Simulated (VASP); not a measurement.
InP: single point with PBE

InP:

```
CELL_PARAMETERS angstrom
3.85329 0.00000 0.00000
-1.92664 3.33704 0.00000
0.00000 0.00000 6.55344
ATOMIC_POSITIONS crystal
In 0.00000 0.00000 0.00000
In 0.00000 0.00000 0.50000
P 0.33333 0.66667 0.25000
P 0.66667 0.33333 0.75000
```

```
Program             : VASP 6.6.1
Task                : single point
Functional          : PBE
Potentials or basis : VASP PAW PBE potentials, release 64 (In_d, P)
Cutoff              : 520 eV
k mesh              : 6 × 6 × 4
Occupations         : methfessel-paxton, width 0.05 eV
Spin                : no spin polarisation
```

```json
{"Pressure": "1.8 GPa", "Band gap on the k mesh": "zero (band 18 reaches 7.55 eV, above the bottom of band 19 at 4.81 eV)"}
```

Stress tensor (GPa, compression positive):
```
1.75 0.00 0.00
0.00 1.75 0.00
0.00 0.00 1.85
```

Levels at points of the mesh, in eV from the Fermi level:
| k point | band 16 | band 17 | band 18 | band 19 | band 20 | band 21 |
| --- | --- | --- | --- | --- | --- | --- |
| (0.00, 0.00, 0.00) | -0.51 | 0.06 | 0.12 | 0.12 | 2.33 | 4.71 |
| (0.50, 0.00, 0.00) | -3.67 | -2.39 | -0.02 | 1.22 | 1.93 | 2.38 |
| (0.00, 0.00, 0.50) | -0.15 | -0.15 | -0.15 | 2.32 | 2.32 | 4.75 |
| (0.50, 0.00, 0.50) | -1.82 | -1.51 | -1.51 | 0.07 | 0.07 | 3.55 |

Wall time 24 s on 1 thread of Intel(R) Xeon(R) 6975P-C (Granite Rapids), with other jobs on the host, peak memory 0.21 GiB.

Caveat: spin-orbit coupling is left out, which moves the levels of the heavy elements.
